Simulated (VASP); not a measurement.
Input of a VASP 6.6.1 run:

POSCAR

```
GaN
1.0
   -0.0270998791      2.2489526240      2.2489526240
    2.2489526240     -0.0270998791      2.2489526240
    2.2218527448      2.2218527448      0.0000000000
Ga N
1 1
Direct
    0.0017454298      0.0017454298     -0.0017454298
    0.7482545702      0.7482545702      0.7517454298
```

The input INCAR.step1:

```
PREC     = Accurate       # precision mode
ENCUT    = 500            # plane-wave cutoff, eV
EDIFF    = 1E-8           # SCF threshold, eV
ISMEAR   = 0              # smearing method
SIGMA    = 0.01           # smearing width, eV
LREAL    = False          # projectors in reciprocal space
LASPH    = True           # aspherical terms in the spheres
NELM     = 100            # most SCF steps
ALGO     = Normal         # electronic algorithm
LWAVE    = True           # write WAVECAR
LCHARG   = False          # write CHGCAR
GGA      = PE             # functional
```

Contents of INCAR.step2:

```
PREC     = Accurate       # precision mode
ENCUT    = 500            # plane-wave cutoff, eV
EDIFF    = 1E-8           # SCF threshold, eV
ISMEAR   = 0              # smearing method
SIGMA    = 0.01           # smearing width, eV
LREAL    = False          # projectors in reciprocal space
LASPH    = True           # aspherical terms in the spheres
NELM     = 1              # most SCF steps
ALGO     = Exact          # electronic algorithm
LWAVE    = True           # write WAVECAR
LCHARG   = False          # write CHGCAR
GGA      = PE             # functional
NBANDS   = 103            # bands
LOPTICS  = True           # frequency-dependent dielectric function
ISTART   = 1
```

The input INCAR.step3:

```
PREC     = Accurate       # precision mode
ENCUT    = 500            # plane-wave cutoff, eV
EDIFF    = 1E-8           # SCF threshold, eV
ISMEAR   = 0              # smearing method
SIGMA    = 0.01           # smearing width, eV
LREAL    = False          # projectors in reciprocal space
LASPH    = True           # aspherical terms in the spheres
ALGO     = EVGW0          # electronic algorithm
LWAVE    = False          # write WAVECAR
LCHARG   = False          # write CHGCAR
GGA      = PE             # functional
NELMGW   = 1            
NBANDS   = 103            # bands
ENCUTGW  = 150.0          # cutoff of the response function
NOMEGA   = 96             # frequency points
PRECFOCK = Fast         
ISTART   = 1            
NBANDSGW = 17           
OMEGAMAX = 30
```

KPOINTS

```
regular mesh
0
Gamma
  6 6 6
```

Potentials or basis: VASP PAW PBE potentials, release 64 (Ga_d_GW, N_GW).

Run with:

```console
$ cat potpaw_PBE.64/Ga_d_GW/POTCAR potpaw_PBE.64/N_GW/POTCAR > POTCAR
$ cp INCAR.step1 INCAR
$ mpirun -np 1 vasp_std > vasp.out
$ cp INCAR.step2 INCAR
$ mpirun -np 1 vasp_std > vasp.out
$ cp INCAR.step3 INCAR
$ mpirun -np 1 vasp_std > vasp.out
```

Predict the quasiparticle gap.

2.81 eV.

What does it give for the least direct quasiparticle gap?

2.81 eV.

What does it give for the least direct gap of the starting levels on the mesh?

1.67 eV.

Caveat: the k points lie up to 0.41 Å⁻¹ apart; bands, screening cutoff and mesh are small and nothing is extrapolated, so the quasiparticle values aren't converged.
